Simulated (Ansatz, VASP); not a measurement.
# One calculation of BN, two programs

```
CELL_PARAMETERS angstrom
0.00000 1.81233 1.81233
1.81233 0.00000 1.81233
1.81233 1.81233 0.00000
ATOMIC_POSITIONS crystal
B 0.00000 0.00000 0.00000
N 0.75000 0.75000 0.75000
```

Alike in both runs: functional PBE; k mesh 12 × 12 × 12; no spin polarisation.

Ansatz relaxed the structure, and its values are those at the end. VASP's run is a single point on that final structure, the one shown.

```csv
,VASP,Ansatz
version,VASP 6.6.1,Ansatz 0.2.0
potentials or method,"VASP PAW PBE potentials, release 64 (B, N), cutoff 600 eV","scalar-relativistic, plane waves, PAW"
occupations,"gaussian, width 0.01 eV",fixed
valence electrons in the cell,8,8
```

```tsv
	VASP	Ansatz	Ansatz less VASP
gap on the k mesh at the Fermi level (eV)	4.45	4.46	+0.012
pressure (GPa)	0.0	0.0	+0.02
```
